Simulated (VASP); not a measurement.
# PbO2 (Fm-3m) in VASP: relaxation of cell and atoms with r2SCAN

Aim: the relaxation of cell and atoms of PbO2 with r2SCAN.

Everything below comes from runs of VASP 6.6.1. Logs are shortened: lines on timing, memory, paths and dates and some standing lists are left out, and cuts for length are marked.

### 1 The cell of the first run

It takes space group Fm-3m (No. 225, cubic). Conventional cell: a = 5.410 Å, b = 5.410 Å, c = 5.410 Å, α = 90.00°, β = 90.00°, γ = 90.00°. Within 3.1 Å of Pb (site symmetry m-3m) lie 8 O at 2.34 Å. Within 3.1 Å of O (site symmetry -43m) lie 4 Pb at 2.34 Å and 6 O at 2.70 Å.

### 2 Relaxation of cell and atoms, r2SCAN

POSCAR reads:

```
PbO2
1.0
    0.0000000000      2.7049854345      2.7049854345
    2.7049854345      0.0000000000      2.7049854345
    2.7049854345      2.7049854345      0.0000000000
Pb O
1 2
Direct
    0.0000000000      0.0000000000      0.0000000000
    0.2500000000      0.2500000000      0.2500000000
    0.7500000000      0.7500000000      0.7500000000
```

INCAR.step1 reads:

```
SYSTEM = PbO2
ALGO = Normal
EDIFF = 1E-4
ENCUT = 600
GGA = PE
ISMEAR = -1
LASPH = .TRUE.
LCHARG = .FALSE.
LREAL = .FALSE.
LWAVE = .TRUE.
NELM = 80
PREC = Accurate
SIGMA = 0.02
```

INCAR.step2 reads:

```
SYSTEM = PbO2
ALGO = Normal
EDIFF = 1E-6
EDIFFG = -0.005
ENCUT = 600
IBRION = 2
ISIF = 3
ISMEAR = -1
ISTART = 1
LASPH = .TRUE.
LCHARG = .FALSE.
LMIXTAU = .TRUE.
LREAL = .FALSE.
LWAVE = .FALSE.
METAGGA = R2SCAN
NELM = 80
NSW = 80
PREC = Accurate
SIGMA = 0.02
```

KPOINTS reads:

```
k-points
0
G
  8 8 8
  0 0 0
```

Potentials or basis: VASP PAW PBE potentials, release 64 (Pb_d, O).

On the command line:

```
$ cat potpaw_PBE.64/Pb_d/POTCAR potpaw_PBE.64/O/POTCAR > POTCAR
$ cp INCAR.step1 INCAR
$ mpirun -np 1 vasp_std > vasp.out
$ cp INCAR.step2 INCAR
$ mpirun -np 1 vasp_std > vasp.out
```

OUTCAR:

```text
SYSTEM = PbO2
   EDIFF = 1E-6
   EDIFFG = -0.005
   ENCUT = 600
   IBRION = 2
   ISIF = 3
   ISMEAR = -1
   ISTART = 1
   LASPH = .TRUE.
   LREAL = .FALSE.
   METAGGA = R2SCAN
   NELM = 80
   NSW = 80
   PREC = Accurate

 ion  position               nearest neighbor table
   1  0.000  0.000  0.000-   3 2.34   3 2.34   3 2.34   2 2.34   3 2.34   2 2.34   2 2.34   2 2.34

   2  0.250  0.250  0.250-   1 2.34   1 2.34   1 2.34   1 2.34
   3  0.750  0.750  0.750-   1 2.34   1 2.34   1 2.34   1 2.34

  LATTYP: Found a face centered cubic cell.
 ALAT       =     5.4099708690

  Lattice vectors:

 A1 = (   0.0000000000,   2.7049854345,   2.7049854345)
 A2 = (   2.7049854345,   0.0000000000,   2.7049854345)
 A3 = (   2.7049854345,   2.7049854345,   0.0000000000)

Analysis of symmetry for initial positions (statically):
=====================================================================
 Subroutine PRICEL returns:
 Original cell was already a primitive cell.

 Routine SETGRP: Setting up the symmetry group for a
 face centered cubic supercell.

 Subroutine GETGRP returns: Found 48 space group operations
 (whereof 48 operations were pure point group operations)
 out of a pool of 48 trial point group operations.

The static configuration has the point symmetry O_h .

Analysis of symmetry for dynamics (positions and initial velocities):
=====================================================================
 Subroutine PRICEL returns:
 Original cell was already a primitive cell.

 Routine SETGRP: Setting up the symmetry group for a
 face centered cubic supercell.

 Subroutine GETGRP returns: Found 48 space group operations
 (whereof 48 operations were pure point group operations)
 out of a pool of 48 trial point group operations.

The dynamic configuration has the point symmetry O_h .

 Subroutine INISYM returns: Found 48 space group operations
 (whereof 48 operations are pure point group operations),
 and found     1 'primitive' translations

----------------------------------------------------------------------------------------

                                     Primitive cell

  volume of cell :      39.5845

  direct lattice vectors                    reciprocal lattice vectors
     0.000000000  2.704985435  2.704985435    -0.184843879  0.184843879  0.184843879
     2.704985435  0.000000000  2.704985435     0.184843879 -0.184843879  0.184843879
     2.704985435  2.704985435  0.000000000     0.184843879  0.184843879 -0.184843879

  length of vectors
     3.825427087  3.825427087  3.825427087     0.320158990  0.320158990  0.320158990

  position of ions in fractional coordinates (direct lattice)
     0.000000000  0.000000000  0.000000000
     0.250000000  0.250000000  0.250000000
     0.750000000  0.750000000  0.750000000

  ion indices of the primitive-cell ions
   primitive index   ion index
                 1           1
                 2           2
                 3           3

----------------------------------------------------------------------------------------

 KPOINTS: k-points

Automatic generation of k-mesh.
 Grid dimensions read from file:
 generate k-points for:    8    8    8

 Generating k-lattice:

  Cartesian coordinates                     Fractional coordinates (reciprocal lattice)
    -0.023105485  0.023105485  0.023105485     0.125000000  0.000000000  0.000000000
     0.023105485 -0.023105485  0.023105485     0.000000000  0.125000000  0.000000000
     0.023105485  0.023105485 -0.023105485     0.000000000  0.000000000  0.125000000

  Length of vectors
     0.040019874  0.040019874  0.040019874

  Shift w.r.t. Gamma in fractional coordinates (k-lattice)
     0.000000000  0.000000000  0.000000000

 Subroutine IBZKPT returns following result:
 ===========================================

 Found     29 irreducible k-points:

 Following reciprocal coordinates:
            Coordinates               Weight
  0.000000  0.000000  0.000000      1.000000
  0.125000  0.000000  0.000000      8.000000
  0.250000  0.000000  0.000000      8.000000
  0.375000  0.000000  0.000000      8.000000
  0.500000  0.000000  0.000000      4.000000
  0.125000  0.125000  0.000000      6.000000
[... 16 lines left out ...]
  0.500000  0.250000  0.125000     48.000000
 -0.375000  0.250000  0.125000     24.000000
 [... further k-points ...]
   k-points           NKPTS =     29   k-points in BZ     NKDIM =     29   number of bands    NBANDS=     17
   number of dos      NEDOS =    301   number of ions     NIONS =      3
   total plane-waves  NPLWV =  32768
   dimension x,y,z NGX =    32 NGY =   32 NGZ =   32
   dimension x,y,z NGXF=    64 NGYF=   64 NGZF=   64
   ions per type =               1   2
   NGX,Y,Z   is equivalent  to a cutoff of  13.91, 13.91, 13.91 a.u.
   NGXF,Y,Z  is equivalent  to a cutoff of  27.81, 27.81, 27.81 a.u.
 SYSTEM =  PbO2
   PREC   = accura    normal or accurate (medium, high low for compatibility)
   ISTART =      1    job   : 0-new  1-cont  2-samecut
   ICHARG =      0    charge: 1-file 2-atom 10-const
   ISPIN  =      1    spin polarized calculation?
   LNONCOLLINEAR =      F non collinear calculations
   LSORBIT =      F    spin-orbit coupling
   LASPH  =      T    aspherical Exc in radial PAW
   ENCUT  =  600.0 eV  44.10 Ry    6.64 a.u.   7.64  7.64  7.64*2*pi/ulx,y,z
   NELM   =     80;   NELMIN=  2; NELMDL=  0     # of ELM steps
   EDIFF  = 0.1E-05   stopping-criterion for ELM
   LREAL  =      F    real-space projection
   EDIFFG = -.5E-02   stopping-criterion for IOM
   NSW    =     80    number of steps for IOM
   IBRION =      2    ionic relax: 0-MD 1-quasi-New 2-CG
   NFREE  =      1    steps in history (QN), initial steepest desc. (CG)
   ISIF   =      3    stress and relaxation
   ISYM   =      2    0-nonsym 1-usesym 2-fastsym
   POTIM  = 0.5000    time-step for ionic-motion
   TEBEG  =    0.0;   TEEND  =   0.0 temperature during run
   PSTRESS=    0.0 pullay stress
   NELECT =      26.0000    total number of electrons
   NUPDOWN=      -1.0000    fix difference up-down
   EMIN   =  10.00;   EMAX   =-10.00  energy-range for DOS
   EFERMI =   0.00;   METHOD = LEGACY
   ISMEAR =    -1;   SIGMA  =   0.02  broadening in eV -4-tet -1-fermi 0-gaus
   EFERMI_NEDOS =   21; number of points for ismear=-14 and -15
   IALGO  =     38    algorithm
   IMIX   =      4    mixing-type and parameters
     AMIX     =   0.40;   BMIX     =  1.00
     AMIX_MAG =   1.60;   BMIX_MAG =  1.00
  volume/ion in A,a.u.               =      13.19        89.04
  Fermi-wavevector in a.u.,A,eV,Ry     =   1.423064  2.689201 27.553300  2.025110
  Thomas-Fermi vector in A             =   2.543701
   LORBIT       =      0    0 simple, 1 ext, 2 COOP (PROOUT), +10 PAW based schemes
   METAGGA = R2SCAN    functional components
   LHFCALC =     F    Hartree Fock is set to
   AEXX    =    0.0000 exact exchange contribution
   IVDW    =     0    specifies the selected vdW correction
   LEPSILON=     F    determine dielectric tensor
   LRPA    =     F    only Hartree local field effects (RPA)
 conjugate gradient relaxation of ions
 non-spin polarized calculation
  energy-cutoff  :      600.00
  volume of cell :       39.58
 maximum number of plane-waves:      1363
   NGX = 15   NGY = 15   NGZ = 15

--------------------------------------- Ionic step        1  -------------------------------------------

 number of electron      25.9999996 magnetization

 Free energy of the ion-electron system (eV)
  ---------------------------------------------------
  ext. energy  EPLUGINS =         0.00000000
  ---------------------------------------------------
  free energy    TOTEN  =       -70.74891486 eV

  energy without entropy =      -70.74786284  energy(sigma->0) =      -70.74838885

------------------------ aborting loop because EDIFF is reached ----------------------------------------

  FORCE on cell =-STRESS in cart. coord.  units (eV):
  Direction    XX          YY          ZZ          XY          YZ          ZX
  --------------------------------------------------------------------------------------
  -------------------------------------------------------------------------------------
  Total       -1.6123245     -1.6123245     -1.6123245      0.0000000      0.0000000      0.0000000
  in kB      -65.2586757    -65.2586757    -65.2586757      0.0000000      0.0000000      0.0000000
  external PRESSURE =     -65.2586757 kB  Pullay stress =       0.0000000 kB

 VOLUME and BASIS-vectors are now :
 -----------------------------------------------------------------------------
  energy-cutoff  :      600.00
  volume of cell :       39.58
      direct lattice vectors                 reciprocal lattice vectors
     0.000000000  2.704985435  2.704985435    -0.184843879  0.184843879  0.184843879
     2.704985435  0.000000000  2.704985435     0.184843879 -0.184843879  0.184843879
     2.704985435  2.704985435  0.000000000     0.184843879  0.184843879 -0.184843879
[... 38 lines left out ...]
 POSITION                                       TOTAL-FORCE (eV/Angst)
 -----------------------------------------------------------------------------------
      5.26970      2.63485      2.63485        -0.000000     -0.000000      0.000000
      1.31743      1.31743      1.31743         0.000000      0.000000      0.000000
      3.95228      3.95228      3.95228        -0.000000     -0.000000     -0.000000
 -----------------------------------------------------------------------------------
    total drift:                                0.000000     -0.000000      0.000000

  FREE ENERGIE OF THE ION-ELECTRON SYSTEM (eV)
  ---------------------------------------------------
  free  energy   TOTEN  =       -70.7673742152 eV

  energy  without entropy=      -70.7671380835  energy(sigma->0) =      -70.76725615

--------------------------------------- Ionic step        3  -------------------------------------------

 number of electron      26.0000001 magnetization

 Free energy of the ion-electron system (eV)
  ---------------------------------------------------
  ext. energy  EPLUGINS =         0.00000000
  ---------------------------------------------------
  free energy    TOTEN  =       -70.78784276 eV

  energy without entropy =      -70.78759191  energy(sigma->0) =      -70.78771733

 E-fermi :   5.9062     XC(G=0): -12.1562

 val. band max:        5.8721174494   @ k =  -0.2500   0.5000   0.2500
 cond. band min:       6.0398175353   @ k =   0.1250   0.1250   0.0000
 fundamental gap:      0.1677000859
 Fermi energy:         5.9062341913

 k-point     1 :       0.0000    0.0000    0.0000
  band No.  band energies     occupation
      1     -13.9631      2.00000
      2     -10.9540      2.00000
      3     -10.3961      2.00000
      4     -10.3961      2.00000
      5     -10.3961      2.00000
      6     -10.0958      2.00000
[... 9 lines left out ...]
     16      13.6098      0.00000
     17      13.6098      0.00000
[... 441 lines left out ...]
 k-point    24 :      -0.3750    0.2500    0.1250
  band No.  band energies     occupation
      1     -13.0112      2.00000
      2     -12.5368      2.00000
      3     -10.2155      2.00000
      4     -10.1677      2.00000
      5     -10.0600      2.00000
      6      -9.6753      2.00000
[... 9 lines left out ...]
     16      15.9033      0.00000
     17      17.0147      0.00000

 [... further k-points ...]

------------------------ aborting loop because EDIFF is reached ----------------------------------------

  FORCE on cell =-STRESS in cart. coord.  units (eV):
  Direction    XX          YY          ZZ          XY          YZ          ZX
  --------------------------------------------------------------------------------------
  -------------------------------------------------------------------------------------
  Total       -0.0038709     -0.0038709     -0.0038709      0.0000000     -0.0000000      0.0000000
  in kB       -0.1641384     -0.1641384     -0.1641384      0.0000000     -0.0000000      0.0000000
  external PRESSURE =      -0.1641384 kB  Pullay stress =       0.0000000 kB

 VOLUME and BASIS-vectors are now :
 -----------------------------------------------------------------------------
  energy-cutoff  :      600.00
  volume of cell :       37.78
      direct lattice vectors                 reciprocal lattice vectors
     0.000000000  2.663342073  2.663342073    -0.187734052  0.187734052  0.187734052
     2.663342073  0.000000000  2.663342073     0.187734052 -0.187734052  0.187734052
     2.663342073  2.663342073  0.000000000     0.187734052  0.187734052 -0.187734052

 POSITION                                       TOTAL-FORCE (eV/Angst)
 -----------------------------------------------------------------------------------
      0.00000      0.00000      0.00000         0.000000     -0.000000     -0.000000
      1.33167      1.33167      1.33167        -0.000000     -0.000000     -0.000000
      3.99501      3.99501      3.99501         0.000000      0.000000      0.000000
 -----------------------------------------------------------------------------------
    total drift:                                0.000000     -0.000000      0.000000

  FREE ENERGIE OF THE ION-ELECTRON SYSTEM (eV)
  ---------------------------------------------------
  free  energy   TOTEN  =       -70.7878427569 eV

  energy  without entropy=      -70.7875919066  energy(sigma->0) =      -70.78771733

 reached required accuracy - stopping structural energy minimisation
```

Run time: 4.6 min. Hardware: 1 thread of AMD EPYC 7R43 (Zen 3), shared host; peak memory 0.2 GiB.

What came out:

```yaml
Free_energy: -70.7878 eV
Relaxed_volume: 12.59 Å³/atom
Relaxed_cell: a = 3.767 Å, b = 3.767 Å, c = 3.767 Å, α = 60.00°, β = 60.00°, γ = 60.00°
Space_group_after_relaxing_to_0.1_Å: Fm-3m (No. 225)
Energy_gained_by_relaxing: 13.0 meV/atom
Ionic_steps: 3
Pressure_after_relaxing: 0.0 GPa
Band_gap_on_the_k_mesh: zero (bands 13 and 14 overlap by 1.34 eV)
```

The path:
| step | energy change (eV) | largest force (eV/Å) | pressure (GPa) | volume (Å³) |
| --- | --- | --- | --- | --- |
| 1 | 0.0000 | 0.0000 | -6.53 | 39.58 |
| 2 | -0.0185 | 0.0000 | 5.68 | 36.58 |
| 3 | -0.0389 | 0.0000 | -0.02 | 37.78 |

Final structure:
```cif
data_structure
_symmetry_space_group_name_H-M 'P 1'
_symmetry_Int_Tables_number 1
_cell_length_a 3.7665
_cell_length_b 3.7665
_cell_length_c 3.7665
_cell_angle_alpha 60.000
_cell_angle_beta 60.000
_cell_angle_gamma 60.000
_cell_volume 37.78
loop_
_atom_site_label
_atom_site_type_symbol
_atom_site_fract_x
_atom_site_fract_y
_atom_site_fract_z
_atom_site_occupancy
Pb1 Pb 0.00000 0.00000 0.00000 1
O1 O 0.25000 0.25000 0.25000 1
O2 O 0.75000 0.75000 0.75000 1
```

Levels at points of the mesh, in eV from the Fermi level:
| k point | band 11 | band 12 | band 13 | band 14 | band 15 | band 16 |
| --- | --- | --- | --- | --- | --- | --- |
| (0.00, 0.00, 0.00) | -2.16 | -1.37 | -1.37 | -1.37 | 7.70 | 7.70 |
| (0.50, 0.00, 0.00) | -3.03 | -1.57 | -1.57 | 3.10 | 7.74 | 10.57 |
| (0.50, 0.50, 0.00) | -0.34 | -0.20 | -0.20 | 2.11 | 7.11 | 9.83 |

Caveat: the PAW data sets were made with another functional, which shifts forces and pressure a little; spin-orbit coupling is left out, which moves the levels of the heavy elements.
